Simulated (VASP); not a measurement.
Cr:

```
Cr
1.0
     2.54246    0.00000    0.00000
    -1.27123    2.20183    0.00000
     0.00000    0.00000    2.37561
Cr
1
Direct
  0.00000 0.00000 0.00000
```

This isn't the form of Cr at room conditions, which is bcc.

```yaml
Program: VASP 6.6.1
Task: relaxation of cell and atoms
Functional: PBE
Potentials_or_basis: VASP PAW PBE potentials, release 64 (Cr_pv)
Cutoff: 600 eV
k_mesh: 9 × 9 × 8
Occupations: gaussian, width 0.1 eV
Spin: no spin polarisation
```

At the start: pressure -13.1 GPa; volume 13.30 Å³/atom.

Question: Where does the relaxation end?

Answer: Over 5 steps the energy falls by 44.2 meV/atom and the volume is 12.33 Å³/atom (-7.3 %); space group P6/mmm (No. 191, to 0.1 Å) before and after.

The path:
| step | energy change (eV) | largest force (eV/Å) | pressure (GPa) | volume (Å³) |
| --- | --- | --- | --- | --- |
| 1 | 0.0000 | 0.0000 | -13.14 | 13.30 |
| 2 | 0.0197 | 0.0000 | 21.54 | 11.31 |
| 3 | -0.0433 | 0.0000 | -0.07 | 12.34 |
| 4 | -0.0433 | 0.0000 | 0.25 | 12.33 |
| 5 | -0.0442 | 0.0000 | -0.02 | 12.33 |

Final structure:
```yaml
crystal:
  lattice:
    - [2.49470, 0.00000, 0.00000]
    - [-1.24735, 2.16048, 0.00000]
    - [0.00000, 0.00000, 2.28794]
  atoms:
    - { symbol: Cr, position: [0.00000, 0.00000, 0.00000] }
```

Caveat: the run has no spin polarisation, though such a crystal can be magnetic.
